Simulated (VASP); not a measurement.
# KI (Fm-3m) in VASP: a series of runs, part 2 of 2

VASP 6.6.1. Earlier steps stand in the parts before.

## (4) Single point, RPBE

The input, POSCAR:

```
KI
1.0
    0.0000000000      3.5327750000      3.5327750000
    3.5327750000      0.0000000000      3.5327750000
    3.5327750000      3.5327750000      0.0000000000
I K
1 1
Direct
    0.5000000000      0.5000000000      0.5000000000
    0.0000000000      0.0000000000      0.0000000000
```

The input, INCAR.step1:

```
ALGO = Normal
EDIFF = 1E-6
ENCUT = 520
GGA = RP
ISIF = 2
ISMEAR = -1
LASPH = True
LCHARG = True
LREAL = False
LWAVE = False
NBANDS = 15
NELM = 100
PREC = Accurate
SIGMA = 0.05
```

The input, KPOINTS.step1:

```
k-points
0
Gamma
  4 4 4
```

The input, INCAR.step2:

```
ALGO = Normal
EDIFF = 1E-6
ENCUT = 520
GGA = RP
ICHARG = 11
ISIF = 2
ISMEAR = -5
LASPH = True
LCHARG = False
LORBIT = 10
LREAL = False
LWAVE = False
NBANDS = 15
NEDOS = 2001
NELM = 100
PREC = Accurate
SIGMA = 0.05
```

The input, KPOINTS.step2:

```
k-points
0
Gamma
  6 6 6
```

Potentials or basis: VASP PAW PBE potentials, release 64 (I, K_sv).

The run is started by

```sh
$ cat potpaw_PBE.64/I/POTCAR potpaw_PBE.64/K_sv/POTCAR > POTCAR
$ cp INCAR.step1 INCAR
$ cp KPOINTS.step1 KPOINTS
$ mpirun -np 1 vasp_std > vasp.out
$ cp INCAR.step2 INCAR
$ cp KPOINTS.step2 KPOINTS
$ mpirun -np 1 vasp_std > vasp.out
```

OUTCAR:

```text
EDIFF = 1E-6
   ENCUT = 520
   GGA = RP
   ICHARG = 11
   ISIF = 2
   ISMEAR = -5
   LASPH = True
   LORBIT = 10
   LREAL = False
   NELM = 100
   PREC = Accurate

 ion  position               nearest neighbor table
   1  0.500  0.500  0.500-   2 3.53   2 3.53   2 3.53   2 3.53   2 3.53   2 3.53
   2  0.000  0.000  0.000-   1 3.53   1 3.53   1 3.53   1 3.53   1 3.53   1 3.53

  LATTYP: Found a face centered cubic cell.
 ALAT       =     7.0655500000

  Lattice vectors:

 A1 = (   0.0000000000,   3.5327750000,   3.5327750000)
 A2 = (   3.5327750000,   0.0000000000,   3.5327750000)
 A3 = (   3.5327750000,   3.5327750000,   0.0000000000)

Analysis of symmetry for initial positions (statically):
=====================================================================
 Subroutine PRICEL returns:
 Original cell was already a primitive cell.

 Routine SETGRP: Setting up the symmetry group for a
 face centered cubic supercell.

 Subroutine GETGRP returns: Found 48 space group operations
 (whereof 48 operations were pure point group operations)
 out of a pool of 48 trial point group operations.

The static configuration has the point symmetry O_h .

Analysis of symmetry for dynamics (positions and initial velocities):
=====================================================================
 Subroutine PRICEL returns:
 Original cell was already a primitive cell.

 Routine SETGRP: Setting up the symmetry group for a
 face centered cubic supercell.

 Subroutine GETGRP returns: Found 48 space group operations
 (whereof 48 operations were pure point group operations)
 out of a pool of 48 trial point group operations.

The dynamic configuration has the point symmetry O_h .

 Subroutine INISYM returns: Found 48 space group operations
 (whereof 48 operations are pure point group operations),
 and found     1 'primitive' translations

----------------------------------------------------------------------------------------

                                     Primitive cell

  volume of cell :      88.1816

  direct lattice vectors                    reciprocal lattice vectors
     0.000000000  3.532775000  3.532775000    -0.141531799  0.141531799  0.141531799
     3.532775000  0.000000000  3.532775000     0.141531799 -0.141531799  0.141531799
     3.532775000  3.532775000  0.000000000     0.141531799  0.141531799 -0.141531799

  length of vectors
     4.996098318  4.996098318  4.996098318     0.245140266  0.245140266  0.245140266

  position of ions in fractional coordinates (direct lattice)
     0.500000000  0.500000000  0.500000000
     0.000000000  0.000000000  0.000000000

  ion indices of the primitive-cell ions
   primitive index   ion index
                 1           1
                 2           2

----------------------------------------------------------------------------------------

 KPOINTS: k-points

Automatic generation of k-mesh.
 Grid dimensions read from file:
 generate k-points for:    6    6    6

 Generating k-lattice:

  Cartesian coordinates                     Fractional coordinates (reciprocal lattice)
    -0.023588633  0.023588633  0.023588633     0.166666667  0.000000000  0.000000000
     0.023588633 -0.023588633  0.023588633     0.000000000  0.166666667  0.000000000
     0.023588633  0.023588633 -0.023588633     0.000000000  0.000000000  0.166666667

  Length of vectors
[... 40 lines left out ...]
   ISTART =      0    job   : 0-new  1-cont  2-samecut
   ICHARG =     11    charge: 1-file 2-atom 10-const
   ISPIN  =      1    spin polarized calculation?
   LNONCOLLINEAR =      F non collinear calculations
   LSORBIT =      F    spin-orbit coupling
   LASPH  =      T    aspherical Exc in radial PAW
   ENCUT  =  520.0 eV  38.22 Ry    6.18 a.u.   9.29  9.29  9.29*2*pi/ulx,y,z
   NELM   =    100;   NELMIN=  2; NELMDL=  0     # of ELM steps
   EDIFF  = 0.1E-05   stopping-criterion for ELM
   LREAL  =      F    real-space projection
   EDIFFG = 0.1E-04   stopping-criterion for IOM
   NSW    =      0    number of steps for IOM
   IBRION =     -1    ionic relax: 0-MD 1-quasi-New 2-CG
   NFREE  =      0    steps in history (QN), initial steepest desc. (CG)
   ISIF   =      2    stress and relaxation
   ISYM   =      2    0-nonsym 1-usesym 2-fastsym
   POTIM  = 0.5000    time-step for ionic-motion
   TEBEG  =    0.0;   TEEND  =   0.0 temperature during run
   PSTRESS=    0.0 pullay stress
   NELECT =      16.0000    total number of electrons
   NUPDOWN=      -1.0000    fix difference up-down
   EMIN   =  10.00;   EMAX   =-10.00  energy-range for DOS
   EFERMI =   0.00;   METHOD = LEGACY
   ISMEAR =    -5;   SIGMA  =   0.05  broadening in eV -4-tet -1-fermi 0-gaus
   EFERMI_NEDOS =   21; number of points for ismear=-14 and -15
   IALGO  =     38    algorithm
   IMIX   =      4    mixing-type and parameters
     AMIX     =   0.40;   BMIX     =  1.00
     AMIX_MAG =   1.60;   BMIX_MAG =  1.00
  volume/ion in A,a.u.               =      44.09       297.54
  Fermi-wavevector in a.u.,A,eV,Ry     =   0.926806  1.751409 11.686988  0.858969
  Thomas-Fermi vector in A             =   2.052808
   LORBIT       =     10    0 simple, 1 ext, 2 COOP (PROOUT), +10 PAW based schemes
   GGA     = RP    functional components
   LHFCALC =     F    Hartree Fock is set to
   AEXX    =    0.0000 exact exchange contribution
   IVDW    =     0    specifies the selected vdW correction
   LEPSILON=     F    determine dielectric tensor
   LRPA    =     F    only Hartree local field effects (RPA)
 non-spin polarized calculation
 Fermi weights with tetrahedron method with Bloechl corrections
  energy-cutoff  :      520.00
  volume of cell :       88.18
 maximum number of plane-waves:      2421
 NGX is ok and might be reduce to    40

 number of electron      15.9999999 magnetization

 Free energy of the ion-electron system (eV)
  ---------------------------------------------------
  ext. energy  EPLUGINS =         0.00000000
  ---------------------------------------------------
  free energy    TOTEN  =        -5.20067151 eV

  energy without entropy =       -5.20067151  energy(sigma->0) =       -5.20067151

 E-fermi :  -0.2919     XC(G=0):  -6.8683

 val. band max:       -0.2947364869   @ k =   0.0000   0.0000   0.0000
 cond. band min:       3.9807189876   @ k =   0.0000   0.0000   0.0000
 fundamental gap:      4.2754554745
 Fermi energy:        -0.2918823671

 k-point     1 :       0.0000    0.0000    0.0000
  band No.  band energies     occupation
      1     -28.9088      2.00000
      2     -12.3501      2.00000
      3     -12.3501      2.00000
      4     -12.3501      2.00000
      5     -10.7474      2.00000
      6      -0.2947      2.00000
      7      -0.2947      2.00000
      8      -0.2947      2.00000
      9       3.9807      0.00000
     10       6.3737      0.00000
     11       6.3737      0.00000
     12       6.3737      0.00000
     13       7.0335      0.00000
     14       7.0335      0.00000
[... 257 lines left out ...]
      2     -12.3888      2.00000
      3     -12.3860      2.00000
      4     -12.3735      2.00000
      5     -10.5668      2.00000
      6      -1.1274      2.00000
      7      -0.8322      2.00000
      8      -0.8152      2.00000
      9       5.5898      0.00000
     10       6.3114      0.00000
     11       7.3338      0.00000
     12       8.2021      0.00000
     13       8.3416      0.00000
     14       9.4571      0.00000
     15       9.9645      0.00000

------------------------ aborting loop because EDIFF is reached ----------------------------------------

  FORCE on cell =-STRESS in cart. coord.  units (eV):
  Direction    XX          YY          ZZ          XY          YZ          ZX
  --------------------------------------------------------------------------------------
  -------------------------------------------------------------------------------------
  Total        0.9637932      0.9637932      0.9637932      0.0000000      0.0000000     -0.0000000
  in kB       17.5112249     17.5112249     17.5112249      0.0000000      0.0000000     -0.0000000
  external PRESSURE =      17.5112249 kB  Pullay stress =       0.0000000 kB

 VOLUME and BASIS-vectors are now :
 -----------------------------------------------------------------------------
  energy-cutoff  :      520.00
  volume of cell :       88.18
      direct lattice vectors                 reciprocal lattice vectors
     0.000000000  3.532775000  3.532775000    -0.141531799  0.141531799  0.141531799
     3.532775000  0.000000000  3.532775000     0.141531799 -0.141531799  0.141531799
     3.532775000  3.532775000  0.000000000     0.141531799  0.141531799 -0.141531799

 POSITION                                       TOTAL-FORCE (eV/Angst)
 -----------------------------------------------------------------------------------
      3.53277      3.53277      3.53277         0.000000      0.000000      0.000000
      0.00000      0.00000      0.00000        -0.000000      0.000000     -0.000000
 -----------------------------------------------------------------------------------
    total drift:                                0.000000     -0.000000     -0.000000

  FREE ENERGIE OF THE ION-ELECTRON SYSTEM (eV)
  ---------------------------------------------------
  free  energy   TOTEN  =        -5.2006715074 eV

  energy  without entropy=       -5.2006715074  energy(sigma->0) =       -5.20067151

 total charge

# of ion       s       p       d       tot
------------------------------------------
    1        1.490   2.881   0.001   4.372
    2        1.959   5.615   0.022   7.597
--------------------------------------------------
tot          3.450   8.496   0.023  11.969
```

OUTCAR.step1:

```text
EDIFF = 1E-6
   ENCUT = 520
   GGA = RP
   ISIF = 2
   ISMEAR = -1
[... 346 lines left out ...]
 -----------------------------------------------------------------------------------
      3.53277      3.53277      3.53277         0.000000      0.000000      0.000000
      0.00000      0.00000      0.00000        -0.000000      0.000000     -0.000000
 -----------------------------------------------------------------------------------
    total drift:                                0.000000     -0.000000     -0.000000

  FREE ENERGIE OF THE ION-ELECTRON SYSTEM (eV)
  ---------------------------------------------------
  free  energy   TOTEN  =        -5.1999765964 eV

  energy  without entropy=       -5.1999765963  energy(sigma->0) =       -5.19997660
```

Wall time 35 s (1 thread of Intel Xeon 8259CL, shared host); peak memory 0.23 GiB.

Results:

* Valence electrons inside the program's atomic spheres: I 4.37; K 7.60

Caveat: the PAW data sets were made with another functional, which shifts forces and pressure a little; spin-orbit coupling is left out, which moves the levels of the heavy elements.
